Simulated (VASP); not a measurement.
# TiSe (F-43m) in VASP: single point with PBEsol+U

Aim: the single point of TiSe with PBEsol+U.

Program: VASP 6.6.1. These are calculated values, not measurements. Logs are shortened: lines on timing, memory, paths and dates and some standing lists are left out, and cuts for length are marked.

### Step 1. The cell of the first run

The structure is cubic, space group F-43m (No. 216). Conventional cell: a = 6.206 Å, b = 6.206 Å, c = 6.206 Å, α = 90.00°, β = 90.00°, γ = 90.00°. Ti (site symmetry -43m) has 4 Se at 2.69 Å within 3.5 Å. Se (site symmetry -43m) has 4 Ti at 2.69 Å within 3.5 Å.

### Step 2. Single point, PBEsol+U, collinear spin, ferromagnetic start

Input file INCAR:

```
  PREC = Accurate
  ENCUT = 500
  EDIFF = 1E-6
  ISMEAR = 0
  SIGMA = 0.05
  LREAL = False
  LASPH = True
  NELM = 200
  ALGO = Normal
  ISIF = 2
  LWAVE = False
  LCHARG = False
  ISPIN = 2
  MAGMOM = -0.05 0
  LORBIT = 11
  LMAXMIX = 4
  LDAU = True
  LDAUTYPE = 2
  LDAUL = 2 -1
  LDAUU = 2 0
  LDAUJ = 0 0
  LDAUPRINT = 1
  GGA = PS
  NBANDS = 20
  GGA_COMPAT = False
```

Input file KPOINTS:

```
regular mesh
0
Gamma
  5 5 5
```

Input file POSCAR:

```
TiSe
1.0
    0.0000000000      3.1030036500      3.1030036500
    3.1030036500      0.0000000000      3.1030036500
    3.1030036500      3.1030036500      0.0000000000
Ti Se
1 1
Direct
    0.0000000000      0.0000000000      0.0000000000
    0.2500000000      0.2500000000      0.2500000000
```

Potentials or basis: VASP PAW PBE potentials, release 64 (Ti_sv, Se).

Command:

```
$ cat potpaw_PBE.64/Ti_sv/POTCAR potpaw_PBE.64/Se/POTCAR > POTCAR
$ mpirun -np 1 vasp_std > vasp.out
```

OUTCAR:

```text
PREC = Accurate
   ENCUT = 500
   EDIFF = 1E-6
   ISMEAR = 0
   LREAL = False
   LASPH = True
   NELM = 200
   ISIF = 2
   ISPIN = 2
   LORBIT = 11
   GGA = PS

 ion  position               nearest neighbor table
   1  0.000  0.000  0.000-   2 2.69   2 2.69   2 2.69   2 2.69
   2  0.250  0.250  0.250-   1 2.69   1 2.69   1 2.69   1 2.69

  LATTYP: Found a face centered cubic cell.
 ALAT       =     6.2060073000

  Lattice vectors:

 A1 = (   0.0000000000,   3.1030036500,   3.1030036500)
 A2 = (   3.1030036500,   0.0000000000,   3.1030036500)
 A3 = (   3.1030036500,   3.1030036500,   0.0000000000)

Analysis of symmetry for initial positions (statically):
=====================================================================
 Subroutine PRICEL returns:
 Original cell was already a primitive cell.

 Routine SETGRP: Setting up the symmetry group for a
 face centered cubic supercell.

 Subroutine GETGRP returns: Found 24 space group operations
 (whereof 24 operations were pure point group operations)
 out of a pool of 48 trial point group operations.

The static configuration has the point symmetry T_d .

Analysis of symmetry for dynamics (positions and initial velocities):
=====================================================================
 Subroutine PRICEL returns:
 Original cell was already a primitive cell.

 Routine SETGRP: Setting up the symmetry group for a
 face centered cubic supercell.

 Subroutine GETGRP returns: Found 24 space group operations
 (whereof 24 operations were pure point group operations)
 out of a pool of 48 trial point group operations.

The dynamic configuration has the point symmetry T_d .

Analysis of structural, dynamic, and magnetic symmetry:
=====================================================================
 Subroutine PRICEL returns:
 Original cell was already a primitive cell.

 Routine SETGRP: Setting up the symmetry group for a
 face centered cubic supercell.

[... 158 lines left out ...]
  o =  0.1231  v =  0.0000 -0.0000  0.5533  0.0000  0.8330  0.0000  0.0000  0.0000  0.0000  0.0000      0.0000  0.0000  0.0000  0.0000  0.0000  0.0000  0.0000  0.0000  0.0000  0.0000
  o =  0.2222  v =  0.0000 -0.0560  0.0000 -0.9984  0.0000  0.0000  0.0000  0.0000  0.0000  0.0000      0.0000  0.0000  0.0000  0.0000  0.0000  0.0000  0.0000  0.0000  0.0000  0.0000
  o =  0.2222  v =  0.0000 -0.9984  0.0000  0.0560 -0.0000  0.0000  0.0000  0.0000  0.0000  0.0000      0.0000  0.0000  0.0000  0.0000  0.0000  0.0000  0.0000  0.0000  0.0000  0.0000
  o =  0.2222  v =  1.0000  0.0000  0.0000  0.0000  0.0000  0.0000  0.0000  0.0000  0.0000  0.0000      0.0000  0.0000  0.0000  0.0000  0.0000  0.0000  0.0000  0.0000  0.0000  0.0000
  o =  0.2223  v =  0.0000  0.0000  0.0000  0.0000  0.0000  0.0000 -0.0107  0.0000  0.9999  0.0000      0.0000  0.0000  0.0000  0.0000  0.0000  0.0000  0.0000  0.0000  0.0000  0.0000
  o =  0.2223  v =  0.0000  0.0000  0.0000  0.0000  0.0000  1.0000  0.0000  0.0000  0.0000  0.0000      0.0000  0.0000  0.0000  0.0000  0.0000  0.0000  0.0000  0.0000  0.0000  0.0000
  o =  0.2223  v =  0.0000  0.0000  0.0000  0.0000  0.0000  0.0000  0.9999 -0.0000  0.0107  0.0000      0.0000  0.0000  0.0000  0.0000  0.0000  0.0000  0.0000  0.0000  0.0000  0.0000

 number of electron      17.9999997 magnetization       0.0002426

 Free energy of the ion-electron system (eV)
  ---------------------------------------------------
  ext. energy  EPLUGINS =         0.00000000
  ---------------------------------------------------
  free energy    TOTEN  =       -11.21101978 eV

  energy without entropy =      -11.20511669  energy(sigma->0) =      -11.20806824

 E-fermi :   3.7119     XC(G=0):  -8.7653

 val. band max:        3.6827627083   @ k =  -0.2000   0.2000   0.0000
 cond. band min:       3.7362656842   @ k =   0.0000   0.0000   0.0000
 fundamental gap:      0.0535029759
 Fermi energy:         3.7118902577

 spin component 1

 k-point     1 :       0.0000    0.0000    0.0000
  band No.  band energies     occupation
      1     -54.6219      1.00000
      2     -30.9559      1.00000
      3     -30.9559      1.00000
      4     -30.9559      1.00000
      5     -10.2699      1.00000
      6       0.0298      1.00000
[... 206 lines left out ...]
      6      -0.9729      1.00000
[... 12 lines left out ...]
     19      14.0169      0.00000
     20      15.3629      0.00000
 Fermi energy:         3.7118902577

 spin component 2

 k-point     1 :       0.0000    0.0000    0.0000
  band No.  band energies     occupation
      1     -54.6216      1.00000
      2     -30.9556      1.00000
      3     -30.9556      1.00000
      4     -30.9556      1.00000
      5     -10.2698      1.00000
      6       0.0297      1.00000
[... 219 lines left out ...]
     19      14.0170      0.00000
     20      15.3629      0.00000

------------------------ aborting loop because EDIFF is reached ----------------------------------------

  FORCE on cell =-STRESS in cart. coord.  units (eV):
  Direction    XX          YY          ZZ          XY          YZ          ZX
  --------------------------------------------------------------------------------------
  -------------------------------------------------------------------------------------
  Total       -4.3058096     -4.3058096     -4.3058096      0.0000000     -0.0000000      0.0000000
  in kB     -115.4485665   -115.4485665   -115.4485665      0.0000000     -0.0000000      0.0000000
  external PRESSURE =    -115.4485665 kB  Pullay stress =       0.0000000 kB

 VOLUME and BASIS-vectors are now :
 -----------------------------------------------------------------------------
  energy-cutoff  :      500.00
  volume of cell :       59.76
      direct lattice vectors                 reciprocal lattice vectors
     0.000000000  3.103003650  3.103003650    -0.161134197  0.161134197  0.161134197
     3.103003650  0.000000000  3.103003650     0.161134197 -0.161134197  0.161134197
     3.103003650  3.103003650  0.000000000     0.161134197  0.161134197 -0.161134197

 POSITION                                       TOTAL-FORCE (eV/Angst)
 -----------------------------------------------------------------------------------
      0.00000      0.00000      0.00000         0.000000      0.000000      0.000000
      1.55150      1.55150      1.55150        -0.000000     -0.000000     -0.000000
 -----------------------------------------------------------------------------------
    total drift:                                0.000000      0.000000      0.000000

  FREE ENERGIE OF THE ION-ELECTRON SYSTEM (eV)
  ---------------------------------------------------
  free  energy   TOTEN  =       -11.2110197846 eV

  energy  without entropy=      -11.2051166900  energy(sigma->0) =      -11.20806824

 total charge

# of ion       s       p       d       tot
------------------------------------------
    1        2.137   6.042   1.809   9.989
    2        1.431   2.376   0.038   3.844
--------------------------------------------------
tot          3.568   8.418   1.847  13.834

 magnetization (x)

# of ion       s       p       d       tot
------------------------------------------
    1        0.000  -0.000   0.001   0.001
    2        0.000   0.000   0.000   0.000
--------------------------------------------------
tot          0.000   0.000   0.001   0.001
```

OSZICAR:

```text
N       E                     dE             d eps       ncg     rms          rms(c)
DAV:   1     0.148075199702E+03    0.14808E+03   -0.76059E+03   800   0.795E+02
DAV:   2    -0.121274745401E+01   -0.14929E+03   -0.14195E+03   820   0.246E+02
[... 14 lines left out ...]
DAV:  17    -0.112109521106E+02   -0.18638E-04   -0.69587E-04   932   0.647E-02    0.110E-01
DAV:  18    -0.112109770416E+02   -0.24931E-04   -0.11261E-03   960   0.149E-01    0.502E-02
DAV:  19    -0.112110063305E+02   -0.29289E-04   -0.16974E-04   916   0.496E-02    0.185E-02
DAV:  20    -0.112110216149E+02   -0.15284E-04   -0.14657E-04   916   0.295E-02    0.191E-02
DAV:  21    -0.112110196410E+02    0.19739E-05   -0.18096E-05   916   0.203E-02    0.311E-03
DAV:  22    -0.112110197846E+02   -0.14351E-06   -0.39490E-07   532   0.375E-03
   1 F= -.11211020E+02 E0= -.11208068E+02  d E =-.590309E-02  mag=     0.0002
```

stdout:

```text
POSCAR found type information on POSCAR TiSe
 POSCAR found :  2 types and       2 ions
 scaLAPACK will be used
 -----------------------------------------------------------------------------
|                                                                             |
|                                                                             |
|     You enforced a specific xc type in the INCAR file but a different       |
|     I HOPE YOU KNOW WHAT YOU ARE DOING!                                     |
|                                                                             |
 -----------------------------------------------------------------------------

 LDA part: xc-table for (Slater+PW92), standard interpolation
 POSCAR, INCAR and KPOINTS ok, starting setup
 FFT: planning ... GRIDC
 FFT: planning ... GRID_SOFT
 FFT: planning ... GRID
 WAVECAR not read
 entering main loop
```

Wall time 51 s (1 thread of AMD EPYC 7R13, shared host); peak memory 0.18 GiB.

Results:

| Property | Result |
| --- | --- |
| Free energy | -11.2110 eV |
| Pressure | -11.5 GPa |
| Band gap on the k mesh | zero (filled and empty bands overlap) |
| Net moment | 0.00 μB per cell |
| Valence electrons inside the program's atomic spheres | Ti 9.99; Se 3.84 |

Levels at points of the mesh, in eV from the Fermi level:
Spin up:
```
           k point  band 6  band 7  band 8  band 9  band 10  band 11  band 12  band 13
(0.00, 0.00, 0.00)   -3.68   -3.68   -3.68    0.02     0.20     0.20     2.19     2.19
```
Spin down:
```csv
k point,band 7,band 8,band 9,band 10,band 11,band 12
"(0.00, 0.00, 0.00)",-3.68,-3.68,0.02,0.20,0.20,2.19
```

Eigenvalues of the final occupation matrices:
```
    site  spin  trace               eigenvalues
site 1 d     1   0.91  0.12 0.12 0.22 0.22 0.22
site 1 d     2   0.91  0.12 0.12 0.22 0.22 0.22
```

Caveat: the PAW data sets were made with another functional, which shifts forces and pressure a little.
